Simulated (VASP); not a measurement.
# SnSe2 (P-3m1) in VASP: a series of runs

SnSe2 is run at these levels: PBEsol+D4, PBE-based screened hybrid with 25 % exact exchange; tasks: single point.

All numbers are computed with VASP 6.6.1; they aren't measurements. Logs are shortened: lines on timing, memory, paths and dates and some standing lists are left out, and cuts for length are marked.

### Step 1. The cell of the first run

The structure is trigonal, space group P-3m1 (No. 164). The conventional cell has a = 3.811 Å, b = 3.811 Å, c = 6.136 Å, α = 90.00°, β = 90.00°, γ = 120.00°. Sn (site symmetry -3m) has 6 Se at 2.68 Å within 3.5 Å. Within 3.5 Å of Se (site symmetry 3m) lie 3 Sn at 2.68 Å.

### Step 2. Single point, PBEsol+D4, collinear spin (25.73 Å³/atom)

INCAR reads:

```
ALGO = Normal
EDIFF = 1E-6
ENCUT = 520
GGA = PS
ISIF = 2
ISMEAR = -5
ISPIN = 2
IVDW = 13
LASPH = True
LCHARG = False
LORBIT = 11
LREAL = False
LWAVE = False
MAGMOM = 1 0 0
NBANDS = 24
NELM = 150
NUPDOWN = 1.0
PREC = Accurate
SIGMA = 0.05
```

KPOINTS reads:

```
k-points
0
Gamma
  8 8 5
```

POSCAR reads:

```
SnSe2
1.0
    3.8110000000      0.0000000000      0.0000000000
   -1.9055000000      3.3004228138      0.0000000000
    0.0000000000      0.0000000000      6.1360000000
Sn Se
1 2
Direct
    0.0000000000      0.0000000000      0.0000000000
    0.6666666667      0.3333333333      0.7510000000
    0.3333333333      0.6666666667      0.2490000000
```

Potentials or basis: VASP PAW PBE potentials, release 64 (Sn_d, Se).

On the command line:

```console
$ cat potpaw_PBE.64/Sn_d/POTCAR potpaw_PBE.64/Se/POTCAR > POTCAR
$ mpirun -np 1 vasp_std > vasp.out
```

OUTCAR:

```text
EDIFF = 1E-6
   ENCUT = 520
   GGA = PS
   ISIF = 2
   ISMEAR = -5
   ISPIN = 2
   IVDW = 13
   LASPH = True
   LORBIT = 11
   LREAL = False
   NELM = 150
   NUPDOWN = 1.0
   PREC = Accurate

 ion  position               nearest neighbor table
   1  0.000  0.000  0.000-   2 2.68   3 2.68   3 2.68   2 2.68   2 2.68   3 2.68
   2  0.667  0.333  0.751-   1 2.68   1 2.68   1 2.68
   3  0.333  0.667  0.249-   1 2.68   1 2.68   1 2.68

  LATTYP: Found a hexagonal cell.
 ALAT       =     3.8110000000
 C/A-ratio  =     1.6100760955

  Lattice vectors:

 A1 = (   3.8110000000,   0.0000000000,   0.0000000000)
 A2 = (  -1.9055000000,   3.3004228138,   0.0000000000)
 A3 = (   0.0000000000,   0.0000000000,   6.1360000000)

Analysis of symmetry for initial positions (statically):
=====================================================================
 Subroutine PRICEL returns:
 Original cell was already a primitive cell.

 Routine SETGRP: Setting up the symmetry group for a
 hexagonal supercell.

 Subroutine GETGRP returns: Found 12 space group operations
 (whereof 12 operations were pure point group operations)
 out of a pool of 24 trial point group operations.

The static configuration has the point symmetry D_3d.

Analysis of symmetry for dynamics (positions and initial velocities):
=====================================================================
 Subroutine PRICEL returns:
 Original cell was already a primitive cell.

 Routine SETGRP: Setting up the symmetry group for a
 hexagonal supercell.

 Subroutine GETGRP returns: Found 12 space group operations
 (whereof 12 operations were pure point group operations)
 out of a pool of 24 trial point group operations.

The dynamic configuration has the point symmetry D_3d.

Analysis of structural, dynamic, and magnetic symmetry:
=====================================================================
 Subroutine PRICEL returns:
 Original cell was already a primitive cell.

 Routine SETGRP: Setting up the symmetry group for a
 hexagonal supercell.

 Subroutine GETGRP returns: Found 12 space group operations
 (whereof 12 operations were pure point group operations)
 out of a pool of 24 trial point group operations.

The overall configuration has the point symmetry D_3d.

 Subroutine INISYM returns: Found 12 space group operations
 (whereof 12 operations are pure point group operations),
 and found     1 'primitive' translations

----------------------------------------------------------------------------------------

                                     Primitive cell

  volume of cell :      77.1781

  direct lattice vectors                    reciprocal lattice vectors
     3.811000000  0.000000000  0.000000000     0.262398321  0.151495741  0.000000000
    -1.905500000  3.300422814  0.000000000     0.000000000  0.302991482  0.000000000
     0.000000000  0.000000000  6.136000000     0.000000000  0.000000000  0.162972621

  length of vectors
     3.811000000  3.811000000  6.136000000     0.302991482  0.302991482  0.162972621

  position of ions in fractional coordinates (direct lattice)
     0.000000000  0.000000000  0.000000000
     0.666666667  0.333333333  0.751000000
     0.333333333  0.666666667  0.249000000

  ion indices of the primitive-cell ions
   primitive index   ion index
                 1           1
                 2           2
                 3           3

----------------------------------------------------------------------------------------

 KPOINTS: k-points

Automatic generation of k-mesh.
 Grid dimensions read from file:
 generate k-points for:    8    8    5

 Generating k-lattice:

  Cartesian coordinates                     Fractional coordinates (reciprocal lattice)
     0.032799790  0.018936968  0.000000000     0.125000000  0.000000000  0.000000000
     0.000000000  0.037873935  0.000000000     0.000000000  0.125000000  0.000000000
     0.000000000  0.000000000  0.032594524     0.000000000  0.000000000  0.200000000

  Length of vectors
     0.037873935  0.037873935  0.032594524

  Shift w.r.t. Gamma in fractional coordinates (k-lattice)
     0.000000000  0.000000000  0.000000000

 TETIRR: Found    446 inequivalent tetrahedra from     1920

 Subroutine IBZKPT returns following result:
 ===========================================

 Found     40 irreducible k-points:

 Following reciprocal coordinates:
            Coordinates               Weight
  0.000000  0.000000  0.000000      1.000000
  0.125000  0.000000  0.000000      6.000000
  0.250000  0.000000  0.000000      6.000000
  0.375000  0.000000  0.000000      6.000000
  0.500000  0.000000  0.000000      3.000000
  0.125000  0.125000  0.000000      6.000000
[... 16 lines left out ...]
 -0.125000  0.500000  0.200000     12.000000
  0.250000  0.250000  0.200000     12.000000
 [... further k-points ...]
   k-points           NKPTS =     40   k-points in BZ     NKDIM =     40   number of bands    NBANDS=     24
   number of dos      NEDOS =    301   number of ions     NIONS =      3
   total plane-waves  NPLWV =  37632
   dimension x,y,z NGX =    28 NGY =   28 NGZ =   48
   dimension x,y,z NGXF=    56 NGYF=   56 NGZF=   96
   ions per type =               1   2
   NGX,Y,Z   is equivalent  to a cutoff of  12.21, 12.21, 13.00 a.u.
   NGXF,Y,Z  is equivalent  to a cutoff of  24.43, 24.43, 26.01 a.u.
 SYSTEM =  unknown system
   PREC   = accura    normal or accurate (medium, high low for compatibility)
   ISTART =      0    job   : 0-new  1-cont  2-samecut
   ICHARG =      2    charge: 1-file 2-atom 10-const
   ISPIN  =      2    spin polarized calculation?
   LNONCOLLINEAR =      F non collinear calculations
   LSORBIT =      F    spin-orbit coupling
   LASPH  =      T    aspherical Exc in radial PAW
   ENCUT  =  520.0 eV  38.22 Ry    6.18 a.u.   7.09  7.09 11.41*2*pi/ulx,y,z
   NELM   =    150;   NELMIN=  2; NELMDL= -5     # of ELM steps
   EDIFF  = 0.1E-05   stopping-criterion for ELM
   LREAL  =      F    real-space projection
   EDIFFG = 0.1E-04   stopping-criterion for IOM
   NSW    =      0    number of steps for IOM
   IBRION =     -1    ionic relax: 0-MD 1-quasi-New 2-CG
   NFREE  =      0    steps in history (QN), initial steepest desc. (CG)
   ISIF   =      2    stress and relaxation
   ISYM   =      2    0-nonsym 1-usesym 2-fastsym
   POTIM  = 0.5000    time-step for ionic-motion
   TEBEG  =    0.0;   TEEND  =   0.0 temperature during run
   PSTRESS=    0.0 pullay stress
   NELECT =      26.0000    total number of electrons
   NUPDOWN=       1.0000    fix difference up-down
   EMIN   =  10.00;   EMAX   =-10.00  energy-range for DOS
   EFERMI =   0.00;   METHOD = LEGACY
   ISMEAR =    -5;   SIGMA  =   0.05  broadening in eV -4-tet -1-fermi 0-gaus
   EFERMI_NEDOS =   21; number of points for ismear=-14 and -15
   IALGO  =     38    algorithm
   IMIX   =      4    mixing-type and parameters
     AMIX     =   0.40;   BMIX     =  1.00
     AMIX_MAG =   1.60;   BMIX_MAG =  1.00
  volume/ion in A,a.u.               =      25.73       173.61
  Fermi-wavevector in a.u.,A,eV,Ry     =   1.139116  2.152617 17.654722  1.297585
  Thomas-Fermi vector in A             =   2.275820
   LORBIT       =     11    0 simple, 1 ext, 2 COOP (PROOUT), +10 PAW based schemes
   GGA     = PS    functional components
   LHFCALC =     F    Hartree Fock is set to
   AEXX    =    0.0000 exact exchange contribution
   IVDW    =    13    specifies the selected vdW correction
   LEPSILON=     F    determine dielectric tensor
   LRPA    =     F    only Hartree local field effects (RPA)
 spin polarized calculation
 Fermi weights with tetrahedron method with Bloechl corrections
  energy-cutoff  :      520.00
  volume of cell :       77.18
 maximum number of plane-waves:      2095
   NGX = 15   NGY = 15   NGZ = 23

 number of electron      26.0000006 magnetization       1.0000000

 Free energy of the ion-electron system (eV)
  ---------------------------------------------------
  ext. energy  EPLUGINS =         0.00000000
  ---------------------------------------------------
  free energy    TOTEN  =       -12.19189776 eV

  energy without entropy =      -12.19189776  energy(sigma->0) =      -12.19189776

 E-fermi :   3.7109     XC(G=0):  -9.6626

 val. band max:        5.6388879447   @ k =  -0.1250   0.3750   0.4000
 cond. band min:       3.7309197794   @ k =   0.3750   0.2500   0.4000
 fundamental gap:     -1.9079681653
 Fermi energy:         5.6802513786

 spin component 1

 k-point     1 :       0.0000    0.0000    0.0000
  band No.  band energies     occupation
      1     -16.8664      1.00000
      2     -16.8664      1.00000
      3     -16.8234      1.00000
      4     -16.8034      1.00000
      5     -16.8034      1.00000
      6     -10.1814      1.00000
[... 16 lines left out ...]
     23      14.6243      0.00000
     24      14.6243      0.00000
[... 598 lines left out ...]
      2     -16.8699      1.00000
      3     -16.8099      1.00000
      4     -16.7988      1.00000
      5     -16.7791      1.00000
      6      -8.6164      1.00000
[... 16 lines left out ...]
     23      16.6849      0.00000
     24      17.2314      0.00000

 [... further k-points ...]

 spin component 2

 k-point     1 :       0.0000    0.0000    0.0000
  band No.  band energies     occupation
      1     -16.8160      1.00000
      2     -16.8160      1.00000
      3     -16.7783      1.00000
      4     -16.7562      1.00000
      5     -16.7562      1.00000
      6      -9.9085      1.00000
[... 16 lines left out ...]
     23      14.8684      0.00000
     24      14.8684      0.00000
[... 598 lines left out ...]
      2     -16.8201      1.00000
      3     -16.7616      1.00000
      4     -16.7529      1.00000
      5     -16.7321      1.00000
      6      -8.3142      1.00000
[... 16 lines left out ...]
     23      16.9253      0.00000
     24      17.4272      0.00000

 [... further k-points ...]

------------------------ aborting loop because EDIFF is reached ----------------------------------------

  DFT-D4 for vdW energy calculation

  Edisp (eV):   -0.67975

  FORCE on cell =-STRESS in cart. coord.  units (eV):
  Direction    XX          YY          ZZ          XY          YZ          ZX
  --------------------------------------------------------------------------------------
  -------------------------------------------------------------------------------------
  Total       1.63774     1.63774     2.30399     0.00000     0.00000     0.00000
  in kB      33.99874    33.99874    47.82956     0.00000     0.00000     0.00000
  external pressure =       38.61 kB  Pullay stress =        0.00 kB

 VOLUME and BASIS-vectors are now :
 -----------------------------------------------------------------------------
  energy-cutoff  :      520.00
  volume of cell :       77.18
      direct lattice vectors                 reciprocal lattice vectors
     3.811000000  0.000000000  0.000000000     0.262398321  0.151495741  0.000000000
    -1.905500000  3.300422814  0.000000000     0.000000000  0.302991482  0.000000000
     0.000000000  0.000000000  6.136000000     0.000000000  0.000000000  0.162972621

 POSITION                                       TOTAL-FORCE (eV/Angst)
 -----------------------------------------------------------------------------------
      0.00000      0.00000      0.00000         0.000000      0.000000     -0.000000
      1.90550      1.10014      4.60814        -0.000000     -0.000000     -1.241728
     -0.00000      2.20028      1.52786         0.000000      0.000000      1.241728
 -----------------------------------------------------------------------------------
    total drift:                                0.000000      0.000000     -0.000000

  FREE ENERGIE OF THE ION-ELECTRON SYSTEM (eV)
  ---------------------------------------------------
  free  energy   TOTEN  =       -12.8716469482 eV

  energy  without entropy=      -12.8716469482  energy(sigma->0) =      -12.87164695

 total charge

# of ion       s       p       d       tot
------------------------------------------
    1        1.153   1.046  10.103  12.302
    2        1.490   2.280   0.034   3.805
    3        1.490   2.280   0.034   3.805
--------------------------------------------------
tot          4.133   5.606  10.172  19.911

 magnetization (x)

# of ion       s       p       d       tot
------------------------------------------
    1        0.115  -0.003   0.025   0.137
    2        0.008   0.247   0.005   0.259
    3        0.008   0.247   0.005   0.259
--------------------------------------------------
tot          0.130   0.490   0.035   0.656
```

It took 89 s on 1 thread of Intel Xeon 6975P-C (Granite Rapids), shared host; peak memory 0.28 GiB.

What came out:

| Item | Value |
| --- | --- |
| Free energy | -12.8716 eV |
| Pressure | 3.9 GPa |
| Largest force | 1.242 eV/Å |
| Net moment | 1.00 μB per cell |
| Site moments | Sn +0.14; Se +0.26 μB |
| Valence electrons inside the program's atomic spheres | Sn 12.30; Se 3.81 |
| Dispersion energy per atom | -0.227 eV |

Forces on the atoms (eV/Å):
```
Sn   0.000  0.000  0.000
Se   0.000  0.000 -1.242
Se   0.000  0.000  1.242
```

Stress tensor (GPa, compression positive):
```
3.40 0.00 0.00
0.00 3.40 0.00
0.00 0.00 4.78
```

Caveat: the cell stands under pressure; the PAW data sets were made with another functional, which shifts forces and pressure a little; spin-orbit coupling is left out, which moves the levels of the heavy elements; the total moment is fixed, so each spin has its own Fermi level.

### Step 3. Single point, PBEsol+D4, collinear spin (26.24 Å³/atom)

This run uses another cell than the first one, of 26.24 Å³/atom.

INCAR reads:

```
SYSTEM = SnSe2
ALGO = Normal
EDIFF = 1E-7
ENCUT = 520
GGA = PS
ISIF = 2
ISMEAR = -5
ISPIN = 2
IVDW = 13
LASPH = .True.
LCHARG = .False.
LORBIT = 11
LREAL = .False.
LWAVE = .False.
MAGMOM = 1 0 0
NBANDS = 24
NELM = 150
NUPDOWN = 1.0
PREC = Accurate
SIGMA = 0.05
```

KPOINTS reads:

```
k-points
0
Gamma
  8 8 5
  0 0 0
```

POSCAR reads:

```
SnSe2
1.0
    3.8362391461      0.0000000000      0.0000000000
   -1.9181195731      3.3222805555      0.0000000000
    0.0000000000      0.0000000000      6.1766369459
Sn Se
1 2
Direct
    0.0000000000      0.0000000000      0.0000000000
    0.6666666667      0.3333333333      0.7510000000
    0.3333333333      0.6666666667      0.2490000000
```

Potentials or basis: VASP PAW PBE potentials, release 64 (Sn_d, Se).

On the command line:

```console
$ cat potpaw_PBE.64/Sn_d/POTCAR potpaw_PBE.64/Se/POTCAR > POTCAR
$ mpirun -np 1 vasp_std > vasp.out
```

Run time: 2.2 min. Hardware: 1 thread of Intel Xeon 6975P-C (Granite Rapids), shared host; peak memory 0.3 GiB.

Results (log left out):

| Item | Value |
| --- | --- |
| Free energy | -12.9020 eV |
| Pressure | 2.4 GPa |
| Largest force | 1.046 eV/Å |
| Net moment | 1.00 μB per cell |
| Site moments | Sn +0.13; Se +0.26 μB |
| Valence electrons inside the program's atomic spheres | Sn 12.27; Se 3.79 |
| Dispersion energy per atom | -0.222 eV |

Forces in eV/Å, atoms in the order of the input:
```
Sn   0.000  0.000  0.000
Se   0.000  0.000 -1.046
Se   0.000  0.000  1.046
```

Stress tensor (GPa, compression positive):
```
1.91 0.00 0.00
0.00 1.91 0.00
0.00 0.00 3.37
```

Caveat: the PAW data sets were made with another functional, which shifts forces and pressure a little; spin-orbit coupling is left out, which moves the levels of the heavy elements; the total moment is fixed, so each spin has its own Fermi level.

### Step 4. Single point, PBE-based screened hybrid with 25 % exact exchange

POSCAR reads:

```
SnSe2
1.0
    3.8110000000      0.0000000000      0.0000000000
   -1.9055000000      3.3004228138      0.0000000000
    0.0000000000      0.0000000000      6.1360000000
Sn Se
1 2
Direct
    0.0000000000      0.0000000000      0.0000000000
    0.6666666667      0.3333333333      0.7510000000
    0.3333333333      0.6666666667      0.2490000000
```

INCAR.step1 reads:

```
PREC = Accurate
ENCUT = 400
EDIFF = 1E-5
ISMEAR = -1
SIGMA = 0.05
LREAL = F
LASPH = T
NELM = 120
ALGO = Normal
ISIF = 2
LWAVE = T
LCHARG = F
NBANDS = 20
GGA = PE
GGA_COMPAT = F
```

INCAR.step2 reads:

```
PREC = Accurate
ENCUT = 400
EDIFF = 1E-6
ISMEAR = -1
SIGMA = 0.05
LREAL = F
LASPH = T
NELM = 120
ALGO = Normal
ISIF = 2
LWAVE = F
LCHARG = F
GGA = PE
LHFCALC = T
AEXX = 0.25
HFSCREEN = 0.2078699
PRECFOCK = Normal
NBANDS = 20
ISTART = 1
GGA_COMPAT = F
```

KPOINTS reads:

```
regular mesh
0
Gamma
  5 5 3
```

On the command line:

```console
$ cat potpaw_PBE.64/Sn_d/POTCAR potpaw_PBE.64/Se/POTCAR > POTCAR
$ cp INCAR.step1 INCAR
$ mpirun -np 1 vasp_std > vasp.out
$ cp INCAR.step2 INCAR
$ mpirun -np 1 vasp_std > vasp.out
```

Wall time 14 min (1 thread of AMD EPYC 9R45 (Zen 5), shared host); peak memory 0.26 GiB.

It converged, with:

| Quantity | Value |
| --- | --- |
| Free energy | -14.4999 eV |
| Pressure | 2.7 GPa |
| Largest force | 0.289 eV/Å |
| Band gap on the k mesh | 1.53 eV (least direct gap 1.92 eV) |

Forces in eV/Å, atoms in the order of the input:
```
Sn   0.000  0.000  0.000
Se   0.000  0.000 -0.289
Se   0.000  0.000  0.289
```

Stress tensor (GPa, compression positive):
```
2.25 0.00 0.00
0.00 2.25 0.00
0.00 0.00 3.55
```

Levels at points of the mesh, in eV from the valence-band top:
```csv
k point,band 9,band 10,band 11,band 12,band 13,band 14,band 15,band 16,band 17,band 18
"(0.00, 0.00, 0.00)",-0.72,-0.72,-0.36,-0.36,0.00,1.92,3.82,5.63,5.63,9.16
```

Caveat: the PAW data sets were made with another functional, which shifts forces and pressure a little; spin-orbit coupling is left out, which moves the levels of the heavy elements; an odd mesh through Γ misses points on the zone boundary, where band edges can lie.

### Step 5. The runs side by side

| level | spin | fixed moment (μB) | cell | k mesh | cutoff (eV) | smearing | grid for exact exchange (PRECFOCK) | share of exact exchange | screening parameter | pressure (GPa) | moment (μB) | largest force (eV/Å) |
| --- | --- | --- | --- | --- | --- | --- | --- | --- | --- | --- | --- | --- |
| PBEsol+D4 | collinear | 1.0 | a = 3.811, b = 3.811, c = 6.136 Å, angles 90.0, 90.0, 120.0°, 3 atoms | 8 × 8 × 5 | 520 | tetrahedron | - | - | - | 3.9 | 1.00 | 1.24 |
| PBEsol+D4 | collinear | 1.0 | a = 3.836, b = 3.836, c = 6.177 Å, angles 90.0, 90.0, 120.0°, 3 atoms | 8 × 8 × 5 | 520 | tetrahedron | - | - | - | 2.4 | 1.00 | 1.05 |
| PBE-based screened hybrid with 25 % exact exchange | off | - | a = 3.811, b = 3.811, c = 6.136 Å, angles 90.0, 90.0, 120.0°, 3 atoms | 5 × 5 × 3 | 400 | fermi-dirac 0.05 eV | Normal | 0.25 | 0.20787 1/Å | 2.7 | - | 0.29 |

Alike in all rows: task single point; potentials or basis VASP PAW PBE potentials, release 64 (Sn_d, Se).

Caveats: the PAW data sets were made with another functional, which shifts forces and pressure a little; spin-orbit coupling is left out, which moves the levels of the heavy elements; the total moment is fixed, so each spin has its own Fermi level (at least some runs); the cell stands under pressure (at least some runs); an odd mesh through Γ misses points on the zone boundary, where band edges can lie (at least some runs).

Absolute energies hang on the potentials; compare differences alone.
